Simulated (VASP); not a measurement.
Runs of VASP 6.6.1 on Ge. The structure is that of space group I4_1/amd (No. 141), or close to it. The cells are those of the table. 

```csv
cell,gap on the mesh (eV),pressure (GPa)
"a = 4.005, b = 4.005, c = 3.800 Å, angles 61.7, 61.7, 56.6°, 2 atoms",none,8.1
"a = 3.953, b = 3.953, c = 4.100 Å, angles 58.8, 58.8, 62.5°, 2 atoms",0.03,3.7
"a = 4.005, b = 4.005, c = 4.201 Å, angles 58.4, 58.4, 63.2°, 2 atoms",none,(c)
"a = 4.053, b = 4.053, c = 4.201 Å, angles 58.8, 58.8, 62.4°, 2 atoms",none,-1.1
"a = 3.953, b = 3.953, c = 3.800 Å, angles 61.3, 61.3, 57.5°, 2 atoms",none,(a)
"a = 3.902, b = 3.902, c = 4.000 Å, angles 59.2, 59.2, 61.7°, 2 atoms",none,7.9
"a = 4.053, b = 4.053, c = 3.900 Å, angles 61.2, 61.2, 57.5°, 2 atoms",none,3.7
"a = 4.102, b = 4.102, c = 4.201 Å, angles 59.2, 59.2, 61.6°, 2 atoms",none,-2.3
"a = 4.002, b = 4.002, c = 4.100 Å, angles 59.2, 59.2, 61.6°, 2 atoms",0.07,(b)
```

Alike in all rows: task single point; level PBE; potentials or basis VASP PAW PBE potentials, release 64 (Ge_d); no spin polarisation; k mesh 14 × 14 × 14; cutoff (eV) 520; smearing gaussian 0.15 eV.

**Question.** Estimate the missing entries.

**Answer.** (a) 10.6; (b) 1.8; (c) 0.4.

A k mesh can miss the band edges, and the runs leave out spin-orbit coupling on Ge.

A gap of «none» marks levels without a gap at the run's occupations.
